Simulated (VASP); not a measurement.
# WS2 (Cm) in VASP: single point with PBEsol

Aim: the single point of WS2 with PBEsol.

Program: VASP 6.6.1. These are calculated values, not measurements. Logs are shortened: lines on timing, memory, paths and dates and some standing lists are left out, and cuts for length are marked.

### 1 The cell of the first run

The structure is monoclinic, space group Cm (No. 8). Conventional cell: a = 5.470 Å, b = 3.158 Å, c = 18.691 Å, α = 90.00°, β = 98.41°, γ = 90.00°. Within 3.2 Å of W (site symmetry m) lie 6 S at 2.39 to 2.42 Å and 6 W at 3.16 Å. W (site symmetry m) has 4 S at 1.83 to 2.39 Å within 2.4 Å. Within 3.2 Å of W (site symmetry m) lie 6 S at 2.39 to 2.42 Å and 6 W at 3.16 Å. S (site symmetry m) has 3 W at 2.39 Å and 7 S at 3.13 to 3.16 Å within 3.2 Å. S (site symmetry m) has 3 W at 2.39 Å and 7 S at 3.13 to 3.16 Å within 3.2 Å. Within 3.2 Å of S (site symmetry m) lie 3 W at 2.39 Å and 6 S at 3.16 Å. S (site symmetry m) has 3 W at 2.42 Å and 7 S at 3.13 to 3.16 Å within 3.2 Å. S (site symmetry m) has 3 W at 2.42 Å and 7 S at 3.13 to 3.16 Å within 3.2 Å.

### 2 Single point, PBEsol

The input, INCAR:

```
PREC = Accurate ; ENCUT = 520
EDIFF = 1E-6 ; ISMEAR = 0
SIGMA = 0.05 ; LREAL = F
LASPH = T ; NELM = 100
ALGO = Normal ; ISIF = 2
LWAVE = F ; LCHARG = F
GGA = PS ; ISYM = 0
NBANDS = 49
```

The input, KPOINTS:

```
regular mesh
0
Gamma
  10 10 2
```

The input, POSCAR:

```
WS2
1.0
   -1.5790003843     -2.7349088907      0.0000000000
    1.5790003843     -2.7349088907      0.0000000000
   -0.7895001921     -1.3674544454     18.4899900000
W S
3 6
Direct
   -0.3547500000      0.0000000000      0.7095000000
    0.3119166667      0.3333333333      0.0428333333
    0.4785833333      0.6666666667      0.3761666667
    0.7701000000      1.0000000000      0.4598000000
   -0.0632333333      0.3333333333      0.7931333333
    0.6034333333      0.6666666667      0.1264666667
    0.8547500000      1.0000000000      0.2905000000
    0.0214166667      0.3333333333      0.6238333333
    0.1880833333      0.6666666667      0.9571666667
```

Potentials or basis: VASP PAW PBE potentials, release 64 (W_sv, S).

Run with:

```
$ cat potpaw_PBE.64/W_sv/POTCAR potpaw_PBE.64/S/POTCAR > POTCAR
$ mpirun -np 1 vasp_std > vasp.out
```

OUTCAR:

```text
PREC = Accurate
   ENCUT = 520
   EDIFF = 1E-6
   ISMEAR = 0
   LREAL = F
   LASPH = T
   NELM = 100
   ISIF = 2
   GGA = PS
   ISYM = 0

 ion  position               nearest neighbor table
   1  0.645  0.000  0.709-   5 2.39   5 2.39   5 2.39   8 2.42   8 2.42   8 2.42
   2  0.312  0.333  0.043-   9 1.83   6 2.39   6 2.39   6 2.39   9 2.89   9 2.89
   3  0.479  0.667  0.376-   4 2.39   4 2.39   4 2.39   7 2.42   7 2.42   7 2.42
   4  0.770  0.000  0.460-   3 2.39   3 2.39   3 2.39
   5  0.937  0.333  0.793-   1 2.39   1 2.39   1 2.39
   6  0.603  0.667  0.126-   2 2.39   2 2.39   2 2.39
   7  0.855  0.000  0.291-   3 2.42   3 2.42   3 2.42
   8  0.021  0.333  0.624-   1 2.42   1 2.42   1 2.42
   9  0.188  0.667  0.957-   2 1.83   2 2.89   2 2.89

IMPORTANT INFORMATION: All symmetrisations will be switched off!
NOSYMM: (Re-)initialisation of all symmetry stuff for point group C_1.

----------------------------------------------------------------------------------------

                                     Primitive cell

  volume of cell :     159.6952

  direct lattice vectors                    reciprocal lattice vectors
    -1.579000384 -2.734908891  0.000000000    -0.316656034 -0.182821447 -0.027041659
     1.579000384 -2.734908891  0.000000000     0.316656034 -0.182821447 -0.000000000
    -0.789500192 -1.367454445 18.489990000     0.000000000  0.000000000  0.054083318

  length of vectors
     3.158000769  3.158000769 18.557288930     0.366641483  0.365642893  0.054083318

  position of ions in fractional coordinates (direct lattice)
     0.645250000  1.000000000  0.709500000
     0.311916667  0.333333333  0.042833333
     0.478583333  0.666666667  0.376166667
     0.770100000  1.000000000  0.459800000
     0.936766667  0.333333333  0.793133333
     0.603433333  0.666666667  0.126466667
     0.854750000  1.000000000  0.290500000
     0.021416667  0.333333333  0.623833333
     0.188083333  0.666666667  0.957166667

  ion indices of the primitive-cell ions
   primitive index   ion index
                 1           1
                 2           2
                 3           3
                 4           4
                 5           5
                 6           6
                 7           7
                 8           8
                 9           9

----------------------------------------------------------------------------------------

 KPOINTS: regular mesh

Automatic generation of k-mesh.
 Grid dimensions read from file:
 generate k-points for:   10   10    2

 Generating k-lattice:

  Cartesian coordinates                     Fractional coordinates (reciprocal lattice)
    -0.031665603 -0.018282145 -0.002704166     0.100000000  0.000000000 -0.000000000
     0.031665603 -0.018282145 -0.000000000     0.000000000  0.100000000 -0.000000000
     0.000000000  0.000000000  0.027041659     0.000000000  0.000000000  0.500000000

  Length of vectors
     0.036664148  0.036564289  0.027041659

  Shift w.r.t. Gamma in fractional coordinates (k-lattice)
     0.000000000  0.000000000  0.000000000

 -----------------------------------------------------------------------------
|                                                                             |
|           W    W    AA    RRRRR   N    N  II  N    N   GGGG   !!!           |
|           W    W   A  A   R    R  NN   N  II  NN   N  G    G  !!!           |
|           W    W  A    A  R    R  N N  N  II  N N  N  G       !!!           |
|           W WW W  AAAAAA  RRRRR   N  N N  II  N  N N  G  GGG   !            |
|           WW  WW  A    A  R   R   N   NN  II  N   NN  G    G                |
|           W    W  A    A  R    R  N    N  II  N    N   GGGG   !!!           |
|                                                                             |
|     Your reciprocal lattice and k-lattice belong to different lattice       |
|     classes:                                                                |
|                                                                             |
|        The reciprocal lattice is body-centered orthorhombic,                |
|        whereas your k-lattice is base-centered monoclinic.                  |
|                                                                             |
|     Results are often still useful ...                                      |
|                                                                             |
 -----------------------------------------------------------------------------

 WARNING: IBZKPT: internal override: KBLOWUP is changed to .FALSE.
      ... skipping the blow-up phase ...

 Subroutine IBZKPT returns following result:
 ===========================================

 Found    104 irreducible k-points:

 Following reciprocal coordinates:
            Coordinates               Weight
  0.000000  0.000000  0.000000      1.000000
  0.100000 -0.000000  0.000000      2.000000
  0.200000 -0.000000  0.000000      2.000000
  0.300000  0.000000  0.000000      2.000000
  0.400000 -0.000000  0.000000      2.000000
  0.500000  0.000000 -0.000000      1.000000
[... 16 lines left out ...]
 -0.400000  0.200000 -0.000000      2.000000
 -0.300000  0.200000 -0.000000      2.000000
 [... further k-points ...]
   k-points           NKPTS =    104   k-points in BZ     NKDIM =    104   number of bands    NBANDS=     49
   number of dos      NEDOS =    301   number of ions     NIONS =      9
   total plane-waves  NPLWV =  80640
   dimension x,y,z NGX =    24 NGY =   24 NGZ =  140
   dimension x,y,z NGXF=    48 NGYF=   48 NGZF=  280
   ions per type =               3   6
   NGX,Y,Z   is equivalent  to a cutoff of  12.63, 12.63, 12.54 a.u.
   NGXF,Y,Z  is equivalent  to a cutoff of  25.27, 25.27, 25.08 a.u.
 SYSTEM =  unknown system
   PREC   = accura    normal or accurate (medium, high low for compatibility)
   ISTART =      0    job   : 0-new  1-cont  2-samecut
   ICHARG =      2    charge: 1-file 2-atom 10-const
   ISPIN  =      1    spin polarized calculation?
   LNONCOLLINEAR =      F non collinear calculations
   LSORBIT =      F    spin-orbit coupling
   LASPH  =      T    aspherical Exc in radial PAW
   ENCUT  =  520.0 eV  38.22 Ry    6.18 a.u.   5.87  5.87 34.50*2*pi/ulx,y,z
   NELM   =    100;   NELMIN=  2; NELMDL= -5     # of ELM steps
   EDIFF  = 0.1E-05   stopping-criterion for ELM
   LREAL  =      F    real-space projection
   EDIFFG = 0.1E-04   stopping-criterion for IOM
   NSW    =      0    number of steps for IOM
   IBRION =     -1    ionic relax: 0-MD 1-quasi-New 2-CG
   NFREE  =      0    steps in history (QN), initial steepest desc. (CG)
   ISIF   =      2    stress and relaxation
   ISYM   =      0    0-nonsym 1-usesym 2-fastsym
   POTIM  = 0.5000    time-step for ionic-motion
   TEBEG  =    0.0;   TEEND  =   0.0 temperature during run
   PSTRESS=    0.0 pullay stress
   NELECT =      78.0000    total number of electrons
   NUPDOWN=      -1.0000    fix difference up-down
   EMIN   =  10.00;   EMAX   =-10.00  energy-range for DOS
   EFERMI =   0.00;   METHOD = LEGACY
   ISMEAR =     0;   SIGMA  =   0.05  broadening in eV -4-tet -1-fermi 0-gaus
   EFERMI_NEDOS =   21; number of points for ismear=-14 and -15
   IALGO  =     38    algorithm
   IMIX   =      4    mixing-type and parameters
     AMIX     =   0.40;   BMIX     =  1.00
     AMIX_MAG =   1.60;   BMIX_MAG =  1.00
  volume/ion in A,a.u.               =      17.74       119.74
  Fermi-wavevector in a.u.,A,eV,Ry     =   1.289266  2.436359 22.615688  1.662206
  Thomas-Fermi vector in A             =   2.421169
   LORBIT       =      0    0 simple, 1 ext, 2 COOP (PROOUT), +10 PAW based schemes
   GGA     = PS    functional components
   LHFCALC =     F    Hartree Fock is set to
   AEXX    =    0.0000 exact exchange contribution
   IVDW    =     0    specifies the selected vdW correction
   LEPSILON=     F    determine dielectric tensor
   LRPA    =     F    only Hartree local field effects (RPA)
 non-spin polarized calculation
 Gauss-broadening in eV      SIGMA  =   0.05
  energy-cutoff  :      520.00
  volume of cell :      159.70
 maximum number of plane-waves:      4330
   NGX = 11   NGY = 11   NGZ = 69

 number of electron      77.9999990 magnetization

 Free energy of the ion-electron system (eV)
  ---------------------------------------------------
  ext. energy  EPLUGINS =         0.00000000
  ---------------------------------------------------
  free energy    TOTEN  =       -70.76093548 eV

  energy without entropy =      -70.76089802  energy(sigma->0) =      -70.76091675

 E-fermi :   8.0983     XC(G=0): -11.0959

 val. band max:        7.9957452959   @ k =   0.4000  -0.0000   0.0000
 cond. band min:       8.1869575373   @ k =   0.3000   0.1000   0.5000
 fundamental gap:      0.1912122414
 Fermi energy:         8.0983172216

 k-point     1 :       0.0000    0.0000    0.0000
  band No.  band energies     occupation
      1     -67.2829      2.00000
      2     -67.1920      2.00000
      3     -66.6312      2.00000
      4     -31.7861      2.00000
      5     -31.5532      2.00000
      6     -31.4622      2.00000
[... 41 lines left out ...]
     48       9.8603      0.00000
     49       9.9040      0.00000

 k-point     2 :       0.1000   -0.0000    0.0000
  band No.  band energies     occupation
      1     -67.2811      2.00000
      2     -67.1901      2.00000
      3     -66.6293      2.00000
      4     -31.7852      2.00000
      5     -31.5467      2.00000
      6     -31.4557      2.00000
[... 41 lines left out ...]
     48       9.8191      0.00000
     49       9.9206      0.00000

 k-point     3 :       0.2000   -0.0000    0.0000
  band No.  band energies     occupation
      1     -67.2764      2.00000
      2     -67.1854      2.00000
      3     -66.6246      2.00000
      4     -31.7840      2.00000
      5     -31.5298      2.00000
      6     -31.4987      2.00000
[... 1081 lines left out ...]
     48      10.6559      0.00000
     49      11.4190      0.00000

 k-point    24 :      -0.3000    0.2000   -0.0000
  band No.  band energies     occupation
      1     -67.2640      2.00000
      2     -67.1731      2.00000
      3     -66.6120      2.00000
      4     -31.8088      2.00000
      5     -31.6766      2.00000
      6     -31.5853      2.00000
[... 41 lines left out ...]
     48      10.3560      0.00000
     49      11.6578      0.00000

 [... further k-points ...]
[... 5 lines left out ...]
  --------------------------------------------------------------------------------------
  -------------------------------------------------------------------------------------
  Total        7.8609005      1.7404757     26.1033957     -5.3005611      8.1122620    -14.0507558
  in kB       78.8662358     17.4617101    261.8881322    -53.1790599     81.3880759   -140.9673378
  external PRESSURE =     119.4053594 kB  Pullay stress =       0.0000000 kB

 VOLUME and BASIS-vectors are now :
 -----------------------------------------------------------------------------
  energy-cutoff  :      520.00
  volume of cell :      159.70
      direct lattice vectors                 reciprocal lattice vectors
    -1.579000384 -2.734908891  0.000000000    -0.316656034 -0.182821447 -0.027041659
     1.579000384 -2.734908891  0.000000000     0.316656034 -0.182821447 -0.000000000
    -0.789500192 -1.367454445 18.489990000     0.000000000  0.000000000  0.054083318

 POSITION                                       TOTAL-FORCE (eV/Angst)
 -----------------------------------------------------------------------------------
     -1.57900     -2.73491     13.11865         0.000898     -0.000506     -0.594835
     -0.00000     -1.82327      0.79199        -6.630049      3.827902     16.096589
      0.00000     -3.64655      6.95532         0.001879     -0.001054     -0.598036
     -1.57900     -2.73491      8.50170         0.000195     -0.000159      0.250382
     -1.57900     -4.55818     14.66503         0.009984     -0.005739      0.243498
      0.00000     -3.64655      2.33837        -1.129022      0.651874      0.109782
     -1.57900     -2.73491      5.37134         0.000469     -0.000251      0.324806
     -0.00000     -1.82327     11.53467         0.000013     -0.000071      0.341742
      0.00000     -3.64655     17.69800         7.745633     -4.471996    -16.173930
 -----------------------------------------------------------------------------------
    total drift:                                0.000107      0.000023     -0.000366

  FREE ENERGIE OF THE ION-ELECTRON SYSTEM (eV)
  ---------------------------------------------------
  free  energy   TOTEN  =       -70.7609354831 eV

  energy  without entropy=      -70.7608980172  energy(sigma->0) =      -70.76091675
```

It took 22 min on 1 thread of Oxide Virtual Turin-like, shared host; peak memory 0.64 GiB.

What came out:

* Free energy: -70.7609 eV
* Pressure: 11.9 GPa
* Largest force: 18.482 eV/Å
* Band gap on the k mesh: 0.19 eV (least direct gap 0.37 eV)

Forces on the atoms (eV/Å):
```
W     0.001  -0.001  -0.595
W    -6.630   3.828  16.097
W     0.002  -0.001  -0.598
S     0.000   0.000   0.250
S     0.010  -0.006   0.243
S    -1.129   0.652   0.110
S     0.000   0.000   0.325
S     0.000   0.000   0.342
S     7.746  -4.472 -16.174
```

Caveat: the cell stands under pressure; the PAW data sets were made with another functional, which shifts forces and pressure a little; spin-orbit coupling is left out, which moves the levels of the heavy elements; this functional lacks dispersion, which binds the layers, so the pressure and a relaxed spacing across them are unreliable.
